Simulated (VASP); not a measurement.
B4AsN3, 8 atoms in the cell. It takes space group Pmm2 (No. 25, orthorhombic). The conventional cell has a = 2.772 Å, b = 5.625 Å, c = 3.906 Å, α = 90.00°, β = 90.00°, γ = 90.00°. Within 2.2 Å of N (site symmetry m) lie 4 B at 1.63 to 1.69 Å. N (site symmetry mm2) has 4 B at 1.57 to 1.68 Å within 2.1 Å. Within 2.1 Å of B (site symmetry m) lie 3 N at 1.57 to 1.65 Å and 1 As at 1.96 Å. B (site symmetry mm2) has 4 N at 1.63 to 1.68 Å within 2.2 Å. B (site symmetry mm2) has 2 N at 1.69 Å and 2 As at 1.89 Å within 2.2 Å. Within 2.5 Å of As (site symmetry mm2) lie 4 B at 1.89 to 1.96 Å. 

| Item | Value |
| --- | --- |
| Program | VASP 6.6.1 |
| Task | single point |
| Functional | PBE |
| Potentials or basis | VASP PAW PBE potentials, release 64 (N, B, As) |
| Cutoff | 520 eV |
| k mesh | 10 × 4 × 6 |
| Occupations | fermi-dirac, width 0.02 eV |
| Spin | non-collinear spin, zero start, spin-orbit coupling |
| Starting moments | [[0.0, 0.0, 0.0], [0.0, 0.0, 0.0], [0.0, 0.0, 0.0], [0.0, 0.0, 0.0], [0.0, 0.0, 0.0], [0.0, 0.0, 0.0], [0.0, 0.0, 0.0], [0.0, 0.0, 0.0]] μB |
| Dipole correction | no |
| Further INCAR settings | ALGO = Normal; EDIFF = 1e-06; NBANDS = 50 |

Potentials or basis: VASP PAW PBE potentials, release 64 (N, B, As).

Command:

```bash
$ cat potpaw_PBE.64/N/POTCAR potpaw_PBE.64/B/POTCAR potpaw_PBE.64/As/POTCAR > POTCAR
$ mpirun -np 1 vasp_ncl > vasp.out
```

Hardware: 1 thread of Intel(R) Xeon(R) Platinum 8488C (Sapphire Rapids), with other jobs on the host.

Estimate the wall time of this run.

Run time: 8.7 min on 1 thread of Intel(R) Xeon(R) Platinum 8488C (Sapphire Rapids), on a shared host, peak memory 0.6 GiB. Counts: scf iterations 15, k points 108.
